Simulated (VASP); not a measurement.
# F (C2/c) in VASP: relaxation of cell and atoms with BLYP

Aim: the relaxation of cell and atoms of F with BLYP.

Program: VASP 6.6.1. These are calculated values, not measurements. Logs are shortened: lines on timing, memory, paths and dates and some standing lists are left out, and cuts for length are marked.

## 1. The cell of the first run

The structure is monoclinic, space group C2/c (No. 15). Conventional cell: a = 5.500 Å, b = 3.280 Å, c = 7.280 Å, α = 90.00°, β = 102.17°, γ = 90.00°. F (site symmetry 1) has 1 F at 1.49 Å within 2.0 Å.

## 2. Relaxation of cell and atoms, BLYP

Contents of INCAR:

```
SYSTEM = F
PREC = Accurate
ENCUT = 600
EDIFF = 1E-6
ISMEAR = -1
SIGMA = 0.05
LREAL = .FALSE.
LASPH = .TRUE.
NELM = 80
ALGO = Normal
ISIF = 3
LWAVE = .FALSE.
LCHARG = .FALSE.
GGA = B5
ALDAX = 1.0
AGGAX = 1.0
AGGAC = 1.0
ALDAC = 0.0
IBRION = 2
NSW = 80
EDIFFG = -0.01
```

Contents of KPOINTS:

```
Automatic mesh
0
G
  6 6 3
  0 0 0
```

Contents of POSCAR:

```
F
1.0
    2.7500000000     -1.6400000000      0.0000000000
    2.7500000000      1.6400000000      0.0000000000
   -1.5347200000      0.0000000000      7.1163900000
F
4
Direct
    0.9680000000      0.6020000000      0.0997000000
    0.3980000000      0.0320000000      0.4003000000
    0.0320000000      0.3980000000      0.9003000000
    0.6020000000      0.9680000000      0.5997000000
```

Potentials or basis: VASP PAW PBE potentials, release 64 (F).

Started as:

```console
$ cat potpaw_PBE.64/F/POTCAR > POTCAR
$ mpirun -np 1 vasp_std > vasp.out
```

OUTCAR:

```text
SYSTEM = F
   PREC = Accurate
   ENCUT = 600
   EDIFF = 1E-6
   ISMEAR = -1
   LREAL = .FALSE.
   LASPH = .TRUE.
   NELM = 80
   ISIF = 3
   GGA = B5
   IBRION = 2
   NSW = 80
   EDIFFG = -0.01

 ion  position               nearest neighbor table
   1  0.968  0.602  0.100-   3 1.49
   2  0.398  0.032  0.400-   4 1.49
   3  0.032  0.398  0.900-   1 1.49
   4  0.602  0.968  0.600-   2 1.49

  LATTYP: Found a base centered monoclinic cell.
 ALAT       =     5.5000000000
 B/A-ratio  =     0.5963636364
 C/A-ratio  =     1.3236360154
 COS(beta)  =    -0.2108132423

  Lattice vectors:

 A1 = (   2.7500000000,  -1.6400000000,   0.0000000000)
 A2 = (   2.7500000000,   1.6400000000,   0.0000000000)
 A3 = (  -1.5347200000,   0.0000000000,   7.1163900000)

Analysis of symmetry for initial positions (statically):
=====================================================================
 Subroutine PRICEL returns:
 Original cell was already a primitive cell.

 Routine SETGRP: Setting up the symmetry group for a
 base centered monoclinic supercell.

 Subroutine GETGRP returns: Found  4 space group operations
 (whereof  2 operations were pure point group operations)
 out of a pool of  4 trial point group operations.

The static configuration has the point symmetry S_2 .
 The point group associated with its full space group is C_2h.

Analysis of symmetry for dynamics (positions and initial velocities):
=====================================================================
 Subroutine PRICEL returns:
 Original cell was already a primitive cell.

 Routine SETGRP: Setting up the symmetry group for a
 base centered monoclinic supercell.

 Subroutine GETGRP returns: Found  4 space group operations
 (whereof  2 operations were pure point group operations)
 out of a pool of  4 trial point group operations.

The dynamic configuration has the point symmetry S_2 .
 The point group associated with its full space group is C_2h.

 Subroutine INISYM returns: Found  4 space group operations
 (whereof  2 operations are pure point group operations),
 and found     1 'primitive' translations

----------------------------------------------------------------------------------------

                                     Primitive cell

[... 114 lines left out ...]
     AMIX_MAG =   1.60;   BMIX_MAG =  1.00
  volume/ion in A,a.u.               =      16.05       108.29
  Fermi-wavevector in a.u.,A,eV,Ry     =   1.241572  2.346232 20.973411  1.541502
  Thomas-Fermi vector in A             =   2.375964
   LORBIT       =      0    0 simple, 1 ext, 2 COOP (PROOUT), +10 PAW based schemes
   GGA     = B5    functional components
   LHFCALC =     F    Hartree Fock is set to
   AEXX    =    0.0000 exact exchange contribution
   IVDW    =     0    specifies the selected vdW correction
   LEPSILON=     F    determine dielectric tensor
   LRPA    =     F    only Hartree local field effects (RPA)
 conjugate gradient relaxation of ions
 non-spin polarized calculation
  energy-cutoff  :      600.00
  volume of cell :       64.19
 maximum number of plane-waves:      2166
 NGX is ok and might be reduce to    28
   NGX = 13   NGY = 13   NGZ = 29

--------------------------------------- Ionic step        1  -------------------------------------------

 number of electron      28.0000002 magnetization

 Free energy of the ion-electron system (eV)
  ---------------------------------------------------
  ext. energy  EPLUGINS =         0.00000000
  ---------------------------------------------------
  free energy    TOTEN  =        -6.79012589 eV

  energy without entropy =       -6.79012589  energy(sigma->0) =       -6.79012589

------------------------ aborting loop because EDIFF is reached ----------------------------------------

  FORCE on cell =-STRESS in cart. coord.  units (eV):
  Direction    XX          YY          ZZ          XY          YZ          ZX
  --------------------------------------------------------------------------------------
  -------------------------------------------------------------------------------------
  Total        0.3003986     -0.0451793     -3.1203659      0.0000000      0.0000000     -0.1690628
  in kB        7.4979454     -1.1276746    -77.8842826      0.0000000      0.0000000     -4.2198037
  external PRESSURE =     -23.8380039 kB  Pullay stress =       0.0000000 kB
[... 95 lines left out ...]
  FREE ENERGIE OF THE ION-ELECTRON SYSTEM (eV)
  ---------------------------------------------------
  free  energy   TOTEN  =        -6.8407457595 eV

  energy  without entropy=       -6.8407457595  energy(sigma->0) =       -6.84074576

[... ionic steps 4 to 42 ...]

--------------------------------------- Ionic step       43  -------------------------------------------

 number of electron      28.0000012 magnetization

------------------------ aborting loop because EDIFF is reached ----------------------------------------
[... 71 lines left out ...]
--------------------------------------- Ionic step       45  -------------------------------------------

 number of electron      28.0000012 magnetization

 Free energy of the ion-electron system (eV)
  ---------------------------------------------------
  ext. energy  EPLUGINS =         0.00000000
  ---------------------------------------------------
  free energy    TOTEN  =        -6.87200985 eV

  energy without entropy =       -6.87200985  energy(sigma->0) =       -6.87200985

 E-fermi :  -4.5893     XC(G=0):  -7.1088

 val. band max:       -5.7525431664   @ k =   0.0000   0.0000   0.0000
 cond. band min:      -3.1766285441   @ k =   0.0000   0.0000   0.0000
 fundamental gap:      2.5759146224
 Fermi energy:        -4.5892617737

 k-point     1 :       0.0000    0.0000    0.0000
  band No.  band energies     occupation
      1     -29.8881      2.00000
      2     -29.7723      2.00000
      3     -24.3023      2.00000
      4     -23.9896      2.00000
      5     -11.8724      2.00000
      6     -11.1548      2.00000
[... 481 lines left out ...]
      5     -11.6317      2.00000
      6     -11.4276      2.00000
[... 10 lines left out ...]
     17       5.1419      0.00000
     18       6.0615      0.00000

 [... further k-points ...]

------------------------ aborting loop because EDIFF is reached ----------------------------------------

  FORCE on cell =-STRESS in cart. coord.  units (eV):
  Direction    XX          YY          ZZ          XY          YZ          ZX
  --------------------------------------------------------------------------------------
  -------------------------------------------------------------------------------------
  Total       -0.0283687     -0.0203774     -0.0345434      0.0000000      0.0000000     -0.0016393
  in kB       -0.6341896     -0.4555408     -0.7722257      0.0000000      0.0000000     -0.0366467
  external PRESSURE =      -0.6206520 kB  Pullay stress =       0.0000000 kB
[... 19 lines left out ...]
  FREE ENERGIE OF THE ION-ELECTRON SYSTEM (eV)
  ---------------------------------------------------
  free  energy   TOTEN  =        -6.8720098482 eV

  energy  without entropy=       -6.8720098482  energy(sigma->0) =       -6.87200985

 reached required accuracy - stopping structural energy minimisation
```

OSZICAR:

```text
N       E                     dE             d eps       ncg     rms          rms(c)
DAV:   1     0.216457716501E+03    0.21646E+03   -0.17757E+04  1224   0.163E+03
DAV:   2     0.161716946178E+01   -0.21484E+03   -0.21106E+03  1912   0.354E+02
[... 334 lines left out ...]
       N       E                     dE             d eps       ncg     rms          rms(c)
DAV:   1    -0.687179285014E+01    0.19858E-03   -0.15540E-01  1224   0.383E+00    0.110E-01
DAV:   2    -0.687199799269E+01   -0.20514E-03   -0.26233E-03  1226   0.472E-01    0.548E-02
DAV:   3    -0.687200365967E+01   -0.56670E-05   -0.16270E-05  1292   0.460E-02    0.256E-02
DAV:   4    -0.687200969431E+01   -0.60346E-05   -0.66191E-06  1226   0.337E-02    0.256E-03
DAV:   5    -0.687200984821E+01   -0.15390E-06   -0.48726E-07   640   0.636E-03
  45 F= -.68720098E+01 E0= -.68720098E+01  d E =-.181807E-04
```

Wall time 38 min (1 thread of Oxide Virtual Turin-like, shared host); peak memory 0.18 GiB.

What came out:

- Free energy: -6.8720 eV
- Relaxed volume: 17.92 Å³/atom
- Relaxed cell: a = 3.453 Å, b = 3.453 Å, c = 6.962 Å, α = 98.68°, β = 98.68°, γ = 61.25°
- Space group after relaxing (to 0.1 Å): C2/c (No. 15)
- Energy gained by relaxing: 20.5 meV/atom
- Ionic steps: 45
- Pressure after relaxing: -0.1 GPa
- Largest force after relaxing: 0.009 eV/Å
- Band gap on the k mesh: 2.58 eV

Forces in eV/Å, atoms in the order of the input:
```
F    0.002  0.008 -0.004
F   -0.002  0.008  0.004
F   -0.002 -0.008  0.004
F    0.002 -0.008 -0.004
```

The path:
```tsv
step	energy change (eV)	largest force (eV/Å)	pressure (GPa)	volume (Å³)
1	0.0000	1.1435	-2.38	64.19
3	-0.0506	0.0525	0.41	63.59
5	-0.0507	0.0266	0.58	63.56
7	-0.0579	0.0325	0.49	65.24
9	-0.0749	0.0775	0.13	73.11
11	-0.0751	0.0145	-0.06	73.20
13	-0.0754	0.0128	-0.03	73.18
15	-0.0771	0.0155	-0.10	73.03
17	-0.0771	0.0312	-0.01	72.94
19	-0.0776	0.0223	0.04	72.24
21	-0.0779	0.0130	0.08	71.01
23	-0.0781	0.0503	-0.04	71.07
25	-0.0781	0.0949	-0.14	71.13
27	-0.0782	0.0951	-0.15	71.14
29	-0.0784	0.0971	-0.16	71.18
31	-0.0792	0.1163	-0.24	71.34
33	-0.0805	0.1231	-0.28	71.55
35	-0.0815	0.0393	0.05	71.58
37	-0.0816	0.0413	0.05	71.60
39	-0.0815	0.0849	-0.28	71.77
41	-0.0819	0.0113	-0.07	71.68
43	-0.0819	0.0128	-0.08	71.69
45	-0.0819	0.0094	-0.06	71.67
```

Final structure:
```
CELL_PARAMETERS angstrom
2.97023 -1.75916 0.09430
2.97023 1.75916 0.09430
-1.43745 0.00000 6.81249
ATOMIC_POSITIONS crystal
F 0.93592 0.57099 0.09860
F 0.42901 0.06408 0.40140
F 0.06408 0.42901 0.90140
F 0.57099 0.93592 0.59860
```

Caveat: the PAW data sets were made with another functional, which shifts forces and pressure a little. A k mesh can miss the band edges.
